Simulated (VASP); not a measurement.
# Fe (P6_3/mmc) in VASP: a series of runs, part 2 of 2

VASP 6.6.1.

## (4) Single point, LDA, collinear spin, ferromagnetic start

This run uses another cell than the first one, of 9.66 Å³/atom.

The input, INCAR:

```
SYSTEM = Fe
ALGO = Normal
EDIFF = 1E-6
ENCUT = 690
GGA_COMPAT = .False.
ISIF = 2
ISMEAR = -1
ISPIN = 2
LASPH = .True.
LCHARG = .False.
LMAXMIX = 4
LORBIT = 11
LREAL = .False.
LWAVE = .False.
MAGMOM = 3 3
NBANDS = 27
NELM = 200
PREC = Accurate
SIGMA = 0.05
```

The input, KPOINTS:

```
k-points
0
Gamma
  12 12 7
  0 0 0
```

The input, POSCAR:

```
Fe
1.0
    2.4178204650      0.0000000000      0.0000000000
   -1.2089102325      2.0938939445      0.0000000000
    0.0000000000      0.0000000000      3.8161488980
Fe
2
Direct
    0.6666666667      0.3333333333      0.7500000000
    0.3333333333      0.6666666667      0.2500000000
```

Potentials or basis: VASP PAW LDA potentials, release 64 (Fe_sv).

Started as:

```console
$ cat potpaw_LDA.64/Fe_sv/POTCAR > POTCAR
$ mpirun -np 1 vasp_std > vasp.out
```

OUTCAR:

```text
SYSTEM = Fe
   EDIFF = 1E-6
   ENCUT = 690
   ISIF = 2
   ISMEAR = -1
   ISPIN = 2
   LASPH = .True.
   LORBIT = 11
   LREAL = .False.
   NELM = 200
   PREC = Accurate

 ion  position               nearest neighbor table
   1  0.667  0.333  0.750-   2 2.36   2 2.36   2 2.36   2 2.36   2 2.36   2 2.36
   2  0.333  0.667  0.250-   1 2.36   1 2.36   1 2.36   1 2.36   1 2.36   1 2.36

  LATTYP: Found a hexagonal cell.
 ALAT       =     2.4178204650
 C/A-ratio  =     1.5783425417

  Lattice vectors:

 A1 = (   2.4178204650,   0.0000000000,   0.0000000000)
 A2 = (  -1.2089102325,   2.0938939445,   0.0000000000)
 A3 = (   0.0000000000,   0.0000000000,   3.8161488980)

Analysis of symmetry for initial positions (statically):
=====================================================================
 Subroutine PRICEL returns:
 Original cell was already a primitive cell.

 Routine SETGRP: Setting up the symmetry group for a
 hexagonal supercell.

 Subroutine GETGRP returns: Found 24 space group operations
 (whereof 12 operations were pure point group operations)
 out of a pool of 24 trial point group operations.

The static configuration has the point symmetry D_3d.
 The point group associated with its full space group is D_6h.

Analysis of symmetry for dynamics (positions and initial velocities):
=====================================================================
 Subroutine PRICEL returns:
 Original cell was already a primitive cell.

 Routine SETGRP: Setting up the symmetry group for a
 hexagonal supercell.

 Subroutine GETGRP returns: Found 24 space group operations
 (whereof 12 operations were pure point group operations)
 out of a pool of 24 trial point group operations.

The dynamic configuration has the point symmetry D_3d.
 The point group associated with its full space group is D_6h.

Analysis of structural, dynamic, and magnetic symmetry:
=====================================================================
 Subroutine PRICEL returns:
 Original cell was already a primitive cell.

 Routine SETGRP: Setting up the symmetry group for a
 hexagonal supercell.
[... 152 lines left out ...]
  free energy    TOTEN  =       -19.02050452 eV

  energy without entropy =      -19.00182062  energy(sigma->0) =      -19.01116257

 E-fermi :  14.5274     XC(G=0): -15.1876

 val. band max:       14.5056231132   @ k =   0.3333   0.3333   0.2857
 cond. band min:      14.5296068243   @ k =   0.3333   0.2500   0.2857
 fundamental gap:      0.0239837111
 Fermi energy:        14.5273713644

 spin component 1

 k-point     1 :       0.0000    0.0000    0.0000
  band No.  band energies     occupation
      1     -71.8647      1.00000
      2     -71.6867      1.00000
      3     -38.8038      1.00000
      4     -38.1323      1.00000
      5     -38.1323      1.00000
      6     -38.0132      1.00000
[... 709 lines left out ...]
     26      38.5799      0.00000
     27      40.6553      0.00000

 [... further k-points ...]

 spin component 2

 k-point     1 :       0.0000    0.0000    0.0000
  band No.  band energies     occupation
      1     -71.8646      1.00000
      2     -71.6866      1.00000
      3     -38.8037      1.00000
      4     -38.1322      1.00000
      5     -38.1322      1.00000
      6     -38.0131      1.00000
[... 709 lines left out ...]
     26      38.5798      0.00000
     27      40.6552      0.00000

 [... further k-points ...]

------------------------ aborting loop because EDIFF is reached ----------------------------------------

  FORCE on cell =-STRESS in cart. coord.  units (eV):
  Direction    XX          YY          ZZ          XY          YZ          ZX
  --------------------------------------------------------------------------------------
  -------------------------------------------------------------------------------------
  Total       -0.7198875     -0.7198875     -0.5391830      0.0000000      0.0000000      0.0000000
  in kB      -59.6995627    -59.6995627    -44.7139186      0.0000000      0.0000000      0.0000000
  external PRESSURE =     -54.7043480 kB  Pullay stress =       0.0000000 kB

 VOLUME and BASIS-vectors are now :
 -----------------------------------------------------------------------------
  energy-cutoff  :      690.00
  volume of cell :       19.32
      direct lattice vectors                 reciprocal lattice vectors
     2.417820465  0.000000000  0.000000000     0.413595639  0.238789553  0.000000000
    -1.208910233  2.093893944  0.000000000     0.000000000  0.477579107  0.000000000
     0.000000000  0.000000000  3.816148898     0.000000000  0.000000000  0.262044283

 POSITION                                       TOTAL-FORCE (eV/Angst)
 -----------------------------------------------------------------------------------
      1.20891      0.69796      2.86211         0.000000     -0.000000      0.000000
     -0.00000      1.39593      0.95404        -0.000000      0.000000      0.000000
 -----------------------------------------------------------------------------------
    total drift:                               -0.000000      0.000000     -0.000000

  FREE ENERGIE OF THE ION-ELECTRON SYSTEM (eV)
  ---------------------------------------------------
  free  energy   TOTEN  =       -19.0205045176 eV

  energy  without entropy=      -19.0018206180  energy(sigma->0) =      -19.01116257

 total charge

# of ion       s       p       d       tot
------------------------------------------
    1        2.218   6.064   5.575  13.857
    2        2.218   6.064   5.575  13.857
--------------------------------------------------
tot          4.436  12.127  11.150  27.714

 magnetization (x)

# of ion       s       p       d       tot
------------------------------------------
    1       -0.000   0.000   0.000   0.000
    2       -0.000   0.000   0.000   0.000
--------------------------------------------------
tot         -0.000   0.000   0.000   0.000
```

stdout:

```text
POSCAR found type information on POSCAR Fe
 POSCAR found :  1 types and       2 ions
 scaLAPACK will be used
 LDA part: xc-table for (Slater(with rela. corr.)+CA(PZ))
 , standard interpolation
 POSCAR, INCAR and KPOINTS ok, starting setup
 FFT: planning ... GRIDC
 FFT: planning ... GRID_SOFT
 FFT: planning ... GRID
 WAVECAR not read
 entering main loop
```

It took 2 min on 1 thread of Intel Xeon Platinum 8375C at 2.90GHz (Ice Lake), shared host; peak memory 0.2 GiB.

What came out:

| Property | Result |
| --- | --- |
| Free energy | -19.0205 eV |
| Pressure | -5.5 GPa |
| Band gap on the k mesh | zero (filled and empty bands overlap) |
| Net moment | 0.00 μB per cell |
| Valence electrons inside the program's atomic spheres | Fe 13.86 |

Stress tensor (GPa, compression positive):
```
-5.97  0.00  0.00
 0.00 -5.97  0.00
 0.00  0.00 -4.47
```

Levels at points of the mesh, in eV from the Fermi level:
Spin up:
| k point | band 14 | band 15 | band 16 | band 17 | band 18 | band 19 |
| --- | --- | --- | --- | --- | --- | --- |
| (0.00, 0.00, 0.00) | -1.32 | -1.32 | -0.95 | -0.95 | 0.53 | 0.76 |
| (0.50, 0.00, 0.00) | -1.67 | -1.18 | 0.87 | 1.13 | 1.18 | 2.86 |
Spin down:
```tsv
k point	band 14	band 15	band 16	band 17	band 18	band 19
(0.00, 0.00, 0.00)	-1.32	-1.32	-0.95	-0.95	0.53	0.76
(0.50, 0.00, 0.00)	-1.67	-1.18	0.87	1.13	1.18	2.86
```

Caveat: the cell stands under tension; the moments typed at the start vanished in this run.

## (5) Single point, PBE-based screened hybrid with 25 % exact exchange, collinear spin, ferromagnetic start

The input, POSCAR:

```
Fe
1.0
    2.4341575853      0.0000000000      0.0000000000
   -1.2170787927      2.1080423057      0.0000000000
    0.0000000000      0.0000000000      3.8419344700
Fe
2
Direct
    0.6666666667      0.3333333333      0.7500000000
    0.3333333333      0.6666666667      0.2500000000
```

The input, INCAR.step1:

```
SYSTEM = Fe
PREC = Accurate
ENCUT = 520
EDIFF = 1E-5
ISMEAR = -1
SIGMA = 0.05
LREAL = .False.
LASPH = .True.
NELM = 150
ALGO = Normal
ISIF = 2
LWAVE = .True.
LCHARG = .False.
ISPIN = 2
MAGMOM = 3 3
LORBIT = 11
LMAXMIX = 4
NBANDS = 19
GGA = PE
```

The input, INCAR.step2:

```
SYSTEM = Fe
PREC = Accurate
ENCUT = 520
EDIFF = 1E-6
ISMEAR = -1
SIGMA = 0.05
LREAL = .False.
LASPH = .True.
NELM = 150
ALGO = Normal
ISIF = 2
LWAVE = .False.
LCHARG = .False.
ISPIN = 2
MAGMOM = 3 3
LORBIT = 11
LMAXMIX = 4
GGA = PE
LHFCALC = .True.
AEXX = 0.25
HFSCREEN = 0.3
PRECFOCK = Normal
NBANDS = 19
ISTART = 1
```

The input, KPOINTS:

```
regular mesh
0
Gamma
  6 6 4
  0 0 0
```

Potentials or basis: VASP PAW PBE potentials, release 64 (Fe).

Started as:

```console
$ cat potpaw_PBE.64/Fe/POTCAR > POTCAR
$ cp INCAR.step1 INCAR
$ mpirun -np 1 vasp_std > vasp.out
$ cp INCAR.step2 INCAR
$ mpirun -np 1 vasp_std > vasp.out
```

OUTCAR:

```text
SYSTEM = Fe
   PREC = Accurate
   ENCUT = 520
   EDIFF = 1E-6
   ISMEAR = -1
   LREAL = .False.
   LASPH = .True.
   NELM = 150
   ISIF = 2
   ISPIN = 2
   LORBIT = 11
   GGA = PE
   LHFCALC = .True.
   AEXX = 0.25
   HFSCREEN = 0.3
   PRECFOCK = Normal
   ISTART = 1

 ion  position               nearest neighbor table
   1  0.667  0.333  0.750-   2 2.38   2 2.38   2 2.38   2 2.38   2 2.38   2 2.38
   2  0.333  0.667  0.250-   1 2.38   1 2.38   1 2.38   1 2.38   1 2.38   1 2.38

  LATTYP: Found a hexagonal cell.
 ALAT       =     2.4341575853
 C/A-ratio  =     1.5783425417

  Lattice vectors:

 A1 = (   2.4341575853,   0.0000000000,   0.0000000000)
 A2 = (  -1.2170787927,   2.1080423057,   0.0000000000)
 A3 = (   0.0000000000,   0.0000000000,   3.8419344700)

Analysis of symmetry for initial positions (statically):
=====================================================================
 Subroutine PRICEL returns:
 Original cell was already a primitive cell.

 Routine SETGRP: Setting up the symmetry group for a
 hexagonal supercell.

 Subroutine GETGRP returns: Found 24 space group operations
 (whereof 12 operations were pure point group operations)
 out of a pool of 24 trial point group operations.

The static configuration has the point symmetry D_3d.
 The point group associated with its full space group is D_6h.

Analysis of symmetry for dynamics (positions and initial velocities):
=====================================================================
 Subroutine PRICEL returns:
 Original cell was already a primitive cell.

 Routine SETGRP: Setting up the symmetry group for a
 hexagonal supercell.

 Subroutine GETGRP returns: Found 24 space group operations
 (whereof 12 operations were pure point group operations)
 out of a pool of 24 trial point group operations.

The dynamic configuration has the point symmetry D_3d.
 The point group associated with its full space group is D_6h.

Analysis of structural, dynamic, and magnetic symmetry:
=====================================================================
 Subroutine PRICEL returns:
[... 157 lines left out ...]
  free energy    TOTEN  =       -20.96777641 eV

  energy without entropy =      -20.96111943  energy(sigma->0) =      -20.96444792

 E-fermi :   7.9868     XC(G=0): -11.4380

 val. band max:        7.9777861174   @ k =   0.1667   0.1667   0.2500
 cond. band min:       8.0697322684   @ k =   0.0000   0.0000   0.2500
 fundamental gap:      0.0919461510
 Fermi energy:         7.9868070787

 spin component 1

 k-point     1 :       0.0000    0.0000    0.0000
  band No.  band energies     occupation
      1      -2.8831      1.00000
      2       0.0749      1.00000
      3       2.6616      1.00000
      4       2.6616      1.00000
      5       3.1263      1.00000
      6       3.1263      1.00000
[... 438 lines left out ...]
      5       2.5767      1.00000
      6       2.5767      1.00000
[... 11 lines left out ...]
     18      33.8585      0.00000
     19      34.3366      0.00000
 Fermi energy:         7.9868070787

 spin component 2

 k-point     1 :       0.0000    0.0000    0.0000
  band No.  band energies     occupation
      1      -3.1207      1.00000
      2       2.2851      1.00000
      3       7.4434      0.99998
      4       7.4802      0.99996
      5       8.2073      0.01202
      6       8.2073      0.01202
[... 439 lines left out ...]
      6       6.1342      1.00000
[... 11 lines left out ...]
     18      34.3995      0.00000
     19      34.8404      0.00000

------------------------ aborting loop because EDIFF is reached ----------------------------------------

  FORCE on cell =-STRESS in cart. coord.  units (eV):
  Direction    XX          YY          ZZ          XY          YZ          ZX
  --------------------------------------------------------------------------------------
  -------------------------------------------------------------------------------------
  Total        5.9759879      5.9759879     11.5416716     -0.0000000      0.0000000      0.0000000
  in kB      485.6711749    485.6711749    937.9967379     -0.0000000      0.0000000      0.0000000
  external PRESSURE =     636.4463625 kB  Pullay stress =       0.0000000 kB

 VOLUME and BASIS-vectors are now :
 -----------------------------------------------------------------------------
  energy-cutoff  :      520.00
  volume of cell :       19.71
      direct lattice vectors                 reciprocal lattice vectors
     2.434157585  0.000000000  0.000000000     0.410819746  0.237186891  0.000000000
    -1.217078793  2.108042306  0.000000000     0.000000000  0.474373781  0.000000000
     0.000000000  0.000000000  3.841934470     0.000000000  0.000000000  0.260285543

 POSITION                                       TOTAL-FORCE (eV/Angst)
 -----------------------------------------------------------------------------------
      1.21708      0.70268      2.88145         0.000000      0.000000     -0.000000
     -0.00000      1.40536      0.96048        -0.000000     -0.000000      0.000000
 -----------------------------------------------------------------------------------
    total drift:                               -0.000000      0.000000     -0.000000

  FREE ENERGIE OF THE ION-ELECTRON SYSTEM (eV)
  ---------------------------------------------------
  free  energy   TOTEN  =       -20.9677764063 eV

  energy  without entropy=      -20.9611194341  energy(sigma->0) =      -20.96444792

 total charge

# of ion       s       p       d       tot
------------------------------------------
    1        0.584   0.695   6.386   7.665
    2        0.584   0.695   6.386   7.665
--------------------------------------------------
tot          1.167   1.391  12.772  15.330

 magnetization (x)

# of ion       s       p       d       tot
------------------------------------------
    1       -0.043  -0.133   2.819   2.644
    2       -0.043  -0.133   2.819   2.644
--------------------------------------------------
tot         -0.085  -0.265   5.638   5.287
```

Wall time 2 h (1 thread of Oxide Virtual Turin-like, shared host); peak memory 0.22 GiB.

Results:

```yaml
Free_energy: -20.9678 eV
Pressure: 63.6 GPa
Net_moment: 5.36 μB per cell
Site_moments: Fe +2.64 μB
Valence_electrons_inside_the_program's_atomic_spheres: Fe 7.67
```

Levels at points of the mesh, in eV from the Fermi level:
Spin up:
| k point | band 8 | band 9 | band 10 | band 11 | band 12 | band 13 | band 14 | band 15 |
| --- | --- | --- | --- | --- | --- | --- | --- | --- |
| (0.00, 0.00, 0.00) | -4.53 | -4.53 | -2.79 | -2.79 | -0.11 | 8.36 | 22.64 | 26.48 |
| (0.50, 0.00, 0.00) | -2.70 | -2.49 | -2.46 | 0.97 | 3.80 | 11.30 | 12.09 | 14.38 |
| (0.00, 0.00, 0.50) | -4.91 | -3.27 | -3.27 | -3.27 | -3.27 | 17.68 | 17.68 | 23.59 |
| (0.50, 0.00, 0.50) | -2.69 | -2.56 | -2.56 | 1.45 | 1.45 | 8.74 | 8.74 | 20.29 |
Spin down:
```csv
k point,band 3,band 4,band 5,band 6,band 7,band 8
"(0.00, 0.00, 0.00)",-0.54,-0.51,0.22,0.22,1.06,1.06
"(0.50, 0.00, 0.00)",-3.71,-2.83,0.21,0.23,0.29,3.78
"(0.00, 0.00, 0.50)",-1.71,-1.71,0.20,0.20,0.20,0.20
"(0.50, 0.00, 0.50)",-2.61,-2.61,0.31,0.31,2.06,2.06
```

Caveat: the k points lie up to 0.50 Å⁻¹ apart; the PAW data sets were made with another functional, which shifts forces and pressure a little.

The gap in the log of VASP goes by the Fermi energy; the results here count the filled bands.